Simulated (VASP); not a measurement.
# TaN (P-6m2) in VASP: further runs

TaN is run at these levels: PBE; tasks: electric field gradients.

Program: VASP 6.6.1. These are calculated values, not measurements. Logs are shortened: lines on timing, memory, paths and dates and some standing lists are left out, and cuts for length are marked.

**1. The cell of the first run**

The structure is hexagonal, space group P-6m2 (No. 187). The conventional cell has a = 2.908 Å, b = 2.908 Å, c = 2.854 Å, α = 90.00°, β = 90.00°, γ = 120.00°. Within 2.9 Å of Ta (site symmetry -6m2) lie 6 N at 2.20 Å and 2 Ta at 2.85 Å. N (site symmetry -6m2) has 6 Ta at 2.20 Å and 2 N at 2.85 Å within 2.9 Å.

**2. Electric field gradients, PBE (volume scaled by 0.97)**

INCAR

```
SYSTEM = TaN
ALGO     = Normal         ! electronic algorithm
EDIFF    = 1E-8           ! SCF threshold, eV
ENCUT    = 520            ! plane-wave cutoff, eV
GGA      = PE             ! functional
ISIF     = 2              ! what is computed and relaxed
ISMEAR   = -1             ! smearing method
LASPH    = .TRUE.         ! aspherical terms in the spheres
LCHARG   = .FALSE.        ! write CHGCAR
LEFG     = .TRUE.       
LREAL    = .FALSE.        ! projectors in reciprocal space
LWAVE    = .FALSE.        ! write WAVECAR
NBANDS   = 15             ! bands
NELM     = 60             ! most SCF steps
PREC     = Accurate       ! precision mode
SIGMA    = 0.02           ! smearing width, eV
```

KPOINTS

```
k-points
0
G
  12 12 10
  0 0 0
```

POSCAR

```
TaN
1.0
    2.9083200731      0.0000000000      0.0000000000
   -1.4541600366      2.5186790657      0.0000000000
    0.0000000000      0.0000000000      2.8538767967
Ta N
1 1
Direct
    0.3333333333      0.6666666667      0.5000000000
    0.0000000000      0.0000000000      0.0000000000
```

Potentials or basis: VASP PAW PBE potentials, release 64 (Ta_pv, N).

Started as:

```console
$ cat potpaw_PBE.64/Ta_pv/POTCAR potpaw_PBE.64/N/POTCAR > POTCAR
$ mpirun -np 1 vasp_std > vasp.out
```

OUTCAR:

```text
SYSTEM = TaN
   EDIFF = 1E-8
   ENCUT = 520
   GGA = PE
   ISIF = 2
   ISMEAR = -1
   LASPH = .TRUE.
   LREAL = .FALSE.
   NELM = 60
   PREC = Accurate

 ion  position               nearest neighbor table
   1  0.333  0.667  0.500-   2 2.20   2 2.20   2 2.20   2 2.20   2 2.20   2 2.20
   2  0.000  0.000  0.000-   1 2.20   1 2.20   1 2.20   1 2.20   1 2.20   1 2.20

  LATTYP: Found a hexagonal cell.
 ALAT       =     2.9083200731
 C/A-ratio  =     0.9812801635

  Lattice vectors:

 A1 = (   2.9083200731,   0.0000000000,   0.0000000000)
 A2 = (  -1.4541600366,   2.5186790657,   0.0000000000)
 A3 = (   0.0000000000,   0.0000000000,   2.8538767967)

Analysis of symmetry for initial positions (statically):
=====================================================================
 Subroutine PRICEL returns:
 Original cell was already a primitive cell.

 Routine SETGRP: Setting up the symmetry group for a
 hexagonal supercell.

 Subroutine GETGRP returns: Found 12 space group operations
 (whereof 12 operations were pure point group operations)
 out of a pool of 24 trial point group operations.

The static configuration has the point symmetry D_3h.

Analysis of symmetry for dynamics (positions and initial velocities):
=====================================================================
 Subroutine PRICEL returns:
 Original cell was already a primitive cell.

 Routine SETGRP: Setting up the symmetry group for a
 hexagonal supercell.

 Subroutine GETGRP returns: Found 12 space group operations
 (whereof 12 operations were pure point group operations)
 out of a pool of 24 trial point group operations.

The dynamic configuration has the point symmetry D_3h.

 Subroutine INISYM returns: Found 12 space group operations
 (whereof 12 operations are pure point group operations),
 and found     1 'primitive' translations

----------------------------------------------------------------------------------------

                                     Primitive cell

  volume of cell :      20.9050

  direct lattice vectors                    reciprocal lattice vectors
     2.908320073  0.000000000  0.000000000     0.343841109  0.198516757  0.000000000
    -1.454160037  2.518679066  0.000000000     0.000000000  0.397033514  0.000000000
     0.000000000  0.000000000  2.853876797     0.000000000  0.000000000  0.350400550

  length of vectors
     2.908320073  2.908320073  2.853876797     0.397033514  0.397033514  0.350400550

  position of ions in fractional coordinates (direct lattice)
     0.333333333  0.666666667  0.500000000
     0.000000000  0.000000000  0.000000000

  ion indices of the primitive-cell ions
   primitive index   ion index
                 1           1
                 2           2

----------------------------------------------------------------------------------------

 KPOINTS: k-points

Automatic generation of k-mesh.
 Grid dimensions read from file:
 generate k-points for:   12   12   10

 Generating k-lattice:

  Cartesian coordinates                     Fractional coordinates (reciprocal lattice)
     0.028653426  0.016543063  0.000000000     0.083333333  0.000000000  0.000000000
     0.000000000  0.033086126  0.000000000     0.000000000  0.083333333  0.000000000
     0.000000000  0.000000000  0.035040055     0.000000000  0.000000000  0.100000000

  Length of vectors
     0.033086126  0.033086126  0.035040055

  Shift w.r.t. Gamma in fractional coordinates (k-lattice)
     0.000000000  0.000000000  0.000000000

 Subroutine IBZKPT returns following result:
 ===========================================

 Found    114 irreducible k-points:

 Following reciprocal coordinates:
            Coordinates               Weight
  0.000000  0.000000  0.000000      1.000000
  0.083333  0.000000  0.000000      6.000000
  0.166667  0.000000  0.000000      6.000000
  0.250000 -0.000000  0.000000      6.000000
  0.333333  0.000000  0.000000      6.000000
  0.416667  0.000000  0.000000      6.000000
[... 16 lines left out ...]
  0.250000 -0.000000  0.100000     12.000000
  0.333333  0.000000  0.100000     12.000000
 [... further k-points ...]
   k-points           NKPTS =    114   k-points in BZ     NKDIM =    114   number of bands    NBANDS=     15
   number of dos      NEDOS =    301   number of ions     NIONS =      2
   total plane-waves  NPLWV =  13824
   dimension x,y,z NGX =    24 NGY =   24 NGZ =   24
   dimension x,y,z NGXF=    48 NGYF=   48 NGZF=   48
   ions per type =               1   1
   NGX,Y,Z   is equivalent  to a cutoff of  13.72, 13.72, 13.98 a.u.
   NGXF,Y,Z  is equivalent  to a cutoff of  27.44, 27.44, 27.96 a.u.
 SYSTEM =  TaN
   PREC   = accura    normal or accurate (medium, high low for compatibility)
   ISTART =      0    job   : 0-new  1-cont  2-samecut
   ICHARG =      2    charge: 1-file 2-atom 10-const
   ISPIN  =      1    spin polarized calculation?
   LNONCOLLINEAR =      F non collinear calculations
   LSORBIT =      F    spin-orbit coupling
   LASPH  =      T    aspherical Exc in radial PAW
   ENCUT  =  520.0 eV  38.22 Ry    6.18 a.u.   5.41  5.41  5.31*2*pi/ulx,y,z
   NELM   =     60;   NELMIN=  2; NELMDL= -5     # of ELM steps
   EDIFF  = 0.1E-07   stopping-criterion for ELM
   LREAL  =      F    real-space projection
   EDIFFG = 0.1E-06   stopping-criterion for IOM
   NSW    =      0    number of steps for IOM
   IBRION =     -1    ionic relax: 0-MD 1-quasi-New 2-CG
   NFREE  =      0    steps in history (QN), initial steepest desc. (CG)
   ISIF   =      2    stress and relaxation
   ISYM   =      2    0-nonsym 1-usesym 2-fastsym
   POTIM  = 0.5000    time-step for ionic-motion
   TEBEG  =    0.0;   TEEND  =   0.0 temperature during run
   PSTRESS=    0.0 pullay stress
   NELECT =      16.0000    total number of electrons
   NUPDOWN=      -1.0000    fix difference up-down
   EMIN   =  10.00;   EMAX   =-10.00  energy-range for DOS
   EFERMI =   0.00;   METHOD = LEGACY
   ISMEAR =    -1;   SIGMA  =   0.02  broadening in eV -4-tet -1-fermi 0-gaus
   EFERMI_NEDOS =   21; number of points for ismear=-14 and -15
   IALGO  =     38    algorithm
   IMIX   =      4    mixing-type and parameters
     AMIX     =   0.40;   BMIX     =  1.00
     AMIX_MAG =   1.60;   BMIX_MAG =  1.00
  volume/ion in A,a.u.               =      10.45        70.54
  Fermi-wavevector in a.u.,A,eV,Ry     =   1.497493  2.829851 30.510856  2.242485
  Thomas-Fermi vector in A             =   2.609374
   LORBIT       =      0    0 simple, 1 ext, 2 COOP (PROOUT), +10 PAW based schemes
   GGA     = PE    functional components
   LHFCALC =     F    Hartree Fock is set to
   AEXX    =    0.0000 exact exchange contribution
   IVDW    =     0    specifies the selected vdW correction
   LEPSILON=     F    determine dielectric tensor
   LRPA    =     F    only Hartree local field effects (RPA)
 non-spin polarized calculation
  energy-cutoff  :      520.00
  volume of cell :       20.91
 maximum number of plane-waves:       581
 NGX is ok and might be reduce to    24
   NGX = 11   NGY = 11   NGZ = 11

 number of electron      15.9999999 magnetization

 Free energy of the ion-electron system (eV)
  ---------------------------------------------------
  ext. energy  EPLUGINS =         0.00000000
  ---------------------------------------------------
  free energy    TOTEN  =       -22.39518416 eV

  energy without entropy =      -22.39509649  energy(sigma->0) =      -22.39514033

 E-fermi :   8.6850     XC(G=0): -13.5141

 val. band max:        8.5745302606   @ k =   0.0000   0.0000   0.4000
 cond. band min:       8.7039284131   @ k =   0.3333   0.3333   0.0000
 fundamental gap:      0.1293981526
 Fermi energy:         8.6849800106

 k-point     1 :       0.0000    0.0000    0.0000
  band No.  band energies     occupation
      1     -26.1817      2.00000
      2     -25.9015      2.00000
      3     -25.9015      2.00000
      4      -9.4393      2.00000
      5       3.8751      2.00000
      6       3.8751      2.00000
      7       4.2260      2.00000
      8       5.6117      2.00000
      9      11.0179      0.00000
     10      12.3051      0.00000
     11      12.3051      0.00000
     12      12.7598      0.00000
     13      12.7598      0.00000
     14      21.8758      0.00000
[... 401 lines left out ...]
      2     -26.1550      2.00000
      3     -26.0862      2.00000
      4      -7.6129      2.00000
      5       0.8490      2.00000
      6       3.4208      2.00000
      7       4.8291      2.00000
      8       5.7875      2.00000
      9      11.3377      0.00000
     10      11.6847      0.00000
     11      13.3418      0.00000
     12      13.8025      0.00000
     13      15.9828      0.00000
     14      21.9726      0.00000
     15      22.1537      0.00000

 [... further k-points ...]

------------------------ aborting loop because EDIFF is reached ----------------------------------------

  FORCE on cell =-STRESS in cart. coord.  units (eV):
  Direction    XX          YY          ZZ          XY          YZ          ZX
  --------------------------------------------------------------------------------------
  -------------------------------------------------------------------------------------
  Total        2.1275826      2.1275826      2.4692414     -0.0000000      0.0000000      0.0000000
  in kB      163.0597414    163.0597414    189.2447681     -0.0000000      0.0000000      0.0000000
  external PRESSURE =     171.7880836 kB  Pullay stress =       0.0000000 kB

 VOLUME and BASIS-vectors are now :
 -----------------------------------------------------------------------------
  energy-cutoff  :      520.00
  volume of cell :       20.91
      direct lattice vectors                 reciprocal lattice vectors
     2.908320073  0.000000000  0.000000000     0.343841109  0.198516757  0.000000000
    -1.454160037  2.518679066  0.000000000     0.000000000  0.397033514  0.000000000
     0.000000000  0.000000000  2.853876797     0.000000000  0.000000000  0.350400550

 POSITION                                       TOTAL-FORCE (eV/Angst)
 -----------------------------------------------------------------------------------
     -0.00000      1.67912      1.42694        -0.000000      0.000000      0.000000
      0.00000      0.00000      0.00000         0.000000      0.000000      0.000000
 -----------------------------------------------------------------------------------
    total drift:                                0.000000     -0.000000     -0.000000

  FREE ENERGIE OF THE ION-ELECTRON SYSTEM (eV)
  ---------------------------------------------------
  free  energy   TOTEN  =       -22.3951841609 eV

  energy  without entropy=      -22.3950964922  energy(sigma->0) =      -22.39514033

 Electric field gradients (V/A^2)
---------------------------------------------------------------------
 ion       V_xx      V_yy      V_zz      V_xy      V_xz      V_yz
---------------------------------------------------------------------
   1      -7.863    -7.862    15.725     0.000     0.000    -0.000
   2      -0.082    -0.082     0.164     0.001     0.000     0.000
---------------------------------------------------------------------

 Electric field gradients after diagonalization (V/A^2)
 (convention: |V_zz| > |V_xx| > |V_yy|)
----------------------------------------------------------------------
 ion       V_xx      V_yy      V_zz     asymmetry (V_yy - V_xx)/ V_zz
----------------------------------------------------------------------
   1      -7.863    -7.862    15.725       0.000
   2      -0.083    -0.081     0.164       0.011
----------------------------------------------------------------------

           NMR quadrupolar parameters

 Cq : quadrupolar parameter    Cq=e*Q*V_zz/h
 eta: asymmetry parameters     (V_yy - V_xx)/ V_zz
 Q  : nuclear electric quadrupole moment in mb (millibarn)
----------------------------------------------------------------------
 ion       Cq(MHz)       eta       Q (mb)
----------------------------------------------------------------------
   1       0.038       0.000       1.000
   2       0.000       0.011       1.000
----------------------------------------------------------------------
```

It took 46 s on 1 thread of Intel Xeon 8259CL, shared host; peak memory 0.17 GiB.

Results:

```
Free energy            : -22.3952 eV
Pressure               : 17.2 GPa
Band gap on the k mesh : zero (band 8 reaches 9.01 eV, above the bottom of band 9 at 8.48 eV)
```

Levels at points of the mesh, in eV from the Fermi level:
```tsv
k point	band 4	band 5	band 6	band 7	band 8	band 9	band 10	band 11	band 12	band 13
(0.00, 0.00, 0.00)	-18.12	-4.81	-4.81	-4.46	-3.07	2.33	3.62	3.62	4.07	4.07
(0.50, 0.00, 0.00)	-15.72	-8.57	-5.45	-3.71	-3.35	3.03	4.09	5.29	5.42	7.63
(0.00, 0.00, 0.50)	-15.30	-9.65	-3.97	-3.97	-0.20	-0.20	2.39	3.32	3.32	8.37
(0.50, 0.00, 0.50)	-16.10	-7.61	-6.42	-5.97	-0.41	4.27	5.49	6.21	7.26	10.52
```

Electric field gradients, principal values (V/Å²):
```
atom   least  middle  greatest (by size)
1 Ta  -7.862  -7.863              15.725
 2 N  -0.081  -0.083               0.164
```

Caveat: without QUAD_EFG the Cq values of the log hold for a quadrupole moment of 1 mb, not for the nuclei; spin-orbit coupling is left out, which moves the levels of the heavy elements.

(Part 1 of 2 ends here.)
